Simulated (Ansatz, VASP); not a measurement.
**One calculation of GaSb, two programs**

```
Ga Sb
1.0
     0.00000    2.77835    2.77835
     2.77835    0.00000    2.77835
     2.77835    2.77835    0.00000
Ga Sb
1 1
Direct
  0.00000 0.00000 0.00000
  0.50000 0.50000 0.50000
```

Change from the starting cell: volume scaled by 0.88, LAPW.

Alike in both runs: task single point; functional PBE; k mesh 13 × 13 × 13; occupations fermi-dirac, width 0.08 eV; no spin polarisation.

|  | VASP | Ansatz |
| --- | --- | --- |
| version | VASP 6.6.1 | Ansatz 0.2.0 |
| potentials or method | VASP PAW PBE potentials, release 64 (Ga_d, Sb), cutoff 520 eV | all-electron LAPW, scalar-relativistic |

Ansatz gave:

- pressure (GPa): 9.6

What did VASP give for the same quantities?

Pressure (GPa): 9.7.

Ansatz ran all-electron here, and VASP with PAW potentials.

Spin-orbit coupling is off throughout.
